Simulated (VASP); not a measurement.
Be:

```
Be
1.0
     1.76017    0.00000    0.00000
     0.00000    1.76017    0.00000
     0.00000    0.00000    2.96956
Be
1
Direct
  0.50000 0.50000 0.00000
```

The cell was built from a structure type or drawn by symmetry, and may not be a known phase.

- Program: VASP 6.6.1
- Task: relaxation of cell and atoms
- Functional: PBE
- Potentials or basis: VASP PAW PBE potentials, release 64 (Be)
- Cutoff: 600 eV
- k mesh: 10 × 10 × 6
- Occupations: gaussian, width 0.1 eV
- Spin: no spin polarisation

At the start: pressure 40.8 GPa; volume 9.20 Å³/atom.

Problem. How do energy, volume and symmetry change on relaxing?

Solution. Over 8 steps the energy falls by 489.7 meV/atom and the volume is 11.37 Å³/atom (+23.6 %); space group P4/mmm (No. 123, to 0.1 Å) before and after.

The path:
```csv
step,energy change (eV),largest force (eV/Å),pressure (GPa),volume (Å³)
1,0.0000,0.0000,40.83,9.20
2,-0.4646,0.0000,-6.17,12.54
3,-0.4858,0.0000,-0.70,11.78
4,-0.4860,0.0000,-1.21,11.84
5,-0.4880,0.0000,-0.96,11.70
6,-0.4896,0.0000,-0.51,11.49
7,-0.4897,0.0000,-0.40,11.44
8,-0.4897,0.0000,0.19,11.37
```

Final structure:
```
CELL_PARAMETERS angstrom
2.00860 0.00000 0.00000
0.00000 2.00860 0.00000
0.00000 0.00000 2.81790
ATOMIC_POSITIONS crystal
Be 0.50000 0.50000 0.00000
```

Caveat: the volume moved by over 15 % at a fixed basis, so the end points are rough.
